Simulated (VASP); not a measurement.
The system is HfO2.

```
CELL_PARAMETERS angstrom
0.00000 2.55447 2.52056
2.55447 0.00000 2.52056
2.55447 2.55447 0.00000
ATOMIC_POSITIONS crystal
Hf 0.00000 0.00000 0.00000
O 0.25000 0.25000 0.25000
O 0.75000 0.75000 0.75000
```

This cell differs from its parent crystal: epitaxial xy strain +1.0%.

Base run:

| Item | Value |
| --- | --- |
| Program | VASP 6.6.1 |
| Functional | r2SCAN |
| Potentials or basis | VASP PAW PBE potentials, release 64 (Hf_pv, O) |
| Cutoff | 520 eV |
| k mesh | 8 × 8 × 8 |
| Occupations | gaussian, width 0.01 eV |
| Spin | no spin polarisation |

Its results: band gap on the k mesh 4.16 eV, indirect (the least direct gap lies 1.0 meV higher); pressure -8.1 GPa.

Q: The run is repeated on the same cell with these changes: functional from r2SCAN to PBE; k mesh from 8 × 8 × 8 to 6 × 6 × 6. What comes out?

A: Band gap on the k mesh 3.67 eV, indirect (the least direct gap lies 3.2 meV higher); pressure -2.0 GPa.

Several settings changed at once, so the effect can't be laid on one alone.

Caveats: spin-orbit coupling is left out, which moves the levels of the heavy elements; the PAW data sets were made with another functional, which shifts forces and pressure a little (some runs).

A k mesh can miss the band edges.
